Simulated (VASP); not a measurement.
Crystal: La2SiF2.

```
CELL_PARAMETERS angstrom
4.44045 0.00000 0.00000
0.00000 4.44045 0.00000
0.00000 0.00000 5.85234
ATOMIC_POSITIONS crystal
La 0.50000 0.00000 0.53717
La 0.00000 0.50000 0.53717
Si 0.00000 0.00000 0.25779
F 0.50000 0.00000 0.09074
F 0.00000 0.50000 0.09074
```

```yaml
Program: VASP 6.6.1
Task: relaxation of cell and atoms
Functional: PBE
Potentials_or_basis: VASP PAW PBE potentials, release 64 (La, Si, F)
Cutoff: 600 eV
k_mesh: 4 × 4 × 4
Occupations: gaussian, width 0.1 eV
Spin: no spin polarisation
```

At the start: pressure 6.5 GPa; volume 23.08 Å³/atom.

Q: How do energy, volume and symmetry change on relaxing?

A: Over 24 steps the energy falls by 1009.1 meV/atom and the volume is 30.84 Å³/atom (+33.6 %); space group P4mm (No. 99, to 0.05 Å).

The path:
| step | energy change (eV) | largest force (eV/Å) | pressure (GPa) | volume (Å³) |
| --- | --- | --- | --- | --- |
| 1 | 0.0000 | 2.3384 | 6.52 | 115.39 |
| 2 | -1.6061 | 0.4412 | -0.83 | 131.09 |
| 3 | -2.7562 | 0.3241 | -5.19 | 150.12 |
| 4 | -2.1685 | 0.9632 | -10.71 | 186.04 |
| 5 | -3.0205 | 0.3276 | -6.56 | 158.47 |
| 6 | -3.8205 | 1.4283 | -1.74 | 151.01 |
| 7 | -3.8407 | 1.1537 | -2.81 | 152.07 |
| 8 | -4.0530 | 0.8761 | -0.79 | 144.53 |
| 9 | -4.1181 | 0.6768 | 1.71 | 137.73 |
| 10 | -4.1765 | 0.8357 | 0.45 | 139.19 |
| 11 | -4.1784 | 0.8885 | 0.13 | 139.58 |
| 12 | -4.2518 | 1.1684 | 0.12 | 140.78 |
| 13 | -4.4918 | 1.2398 | -0.08 | 144.43 |
| 14 | -4.7775 | 1.2094 | -0.07 | 151.88 |
| 15 | -4.8205 | 1.0753 | -0.32 | 152.62 |
| 16 | -4.9084 | 0.7284 | -0.98 | 154.84 |
| 17 | -4.9397 | 0.2795 | -2.17 | 159.35 |
| 18 | -4.9466 | 0.3736 | -1.86 | 158.10 |
| 19 | -4.9842 | 0.3627 | -1.16 | 156.24 |
| 20 | -5.0236 | 0.2987 | 0.73 | 151.84 |
| 21 | -5.0359 | 0.1819 | 0.55 | 152.42 |
| 22 | -5.0450 | 0.0431 | 0.26 | 153.54 |
| 23 | -5.0450 | 0.0338 | 0.27 | 153.49 |
| 24 | -5.0457 | 0.0340 | -0.02 | 154.18 |

Final structure:
```yaml
crystal:
  lattice:
    - [5.77755, 0.00000, 0.00000]
    - [0.00000, 5.77755, 0.00000]
    - [0.00000, 0.00000, 4.61903]
  atoms:
    - { symbol: La, position: [0.50000, 0.00000, 0.52109] }
    - { symbol: La, position: [0.00000, 0.50000, 0.52109] }
    - { symbol: Si, position: [0.00000, 0.00000, 0.43834] }
    - { symbol: F, position: [0.50000, 0.00000, 0.01654] }
    - { symbol: F, position: [0.00000, 0.50000, 0.01654] }
```

Caveat: the volume moved by over 15 % at a fixed basis, so the end points are rough.
